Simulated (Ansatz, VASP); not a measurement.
## Two plane-wave programs on HfCl4F

```
Hf Cl F
1.0
     0.00000    4.54034    4.54034
     4.54034    0.00000    4.54034
     4.54034    4.54034    0.00000
Hf Cl F
1 4 1
Direct
  0.00000 0.00000 0.00000
  0.64138 0.64138 0.07587
  0.64138 0.07587 0.64138
  0.07587 0.64138 0.64138
  0.64138 0.64138 0.64138
  0.50000 0.50000 0.50000
```

Change from the starting cell: species swapped into the LiBH4 type (F-43m, No. 216).

Alike in both runs: functional PBE; k mesh 8 × 8 × 8; occupations gaussian, width 0.1 eV; no spin polarisation.

Ansatz relaxed the structure, and its values are those at the end. VASP's run is a single point on that final structure, the one shown.

|  | VASP | Ansatz |
| --- | --- | --- |
| version | VASP 6.6.1 | Ansatz 0.2.0 |
| potentials or method | VASP PAW PBE potentials, release 64 (Hf_pv, Cl, F), cutoff 520 eV | scalar-relativistic, plane waves, PAW |
| valence electrons in the cell | 45 | 61 |

VASP gave:

```
gap on the k mesh at the Fermi level (eV) : none
pressure (GPa)                            : -0.1
```

Problem. What did Ansatz give for the same quantities?

Solution. gap on the k mesh at the Fermi level (eV): none; pressure (GPa): 0.0.

A gap of «none» marks a metal or a gap that the smearing closes. VASP's potentials hold 45 valence electrons a cell and Ansatz's 61, so a difference there can come from the potentials and not from the codes. Ansatz's warnings: xc potential rough in thin density.

Spin-orbit coupling is off throughout.
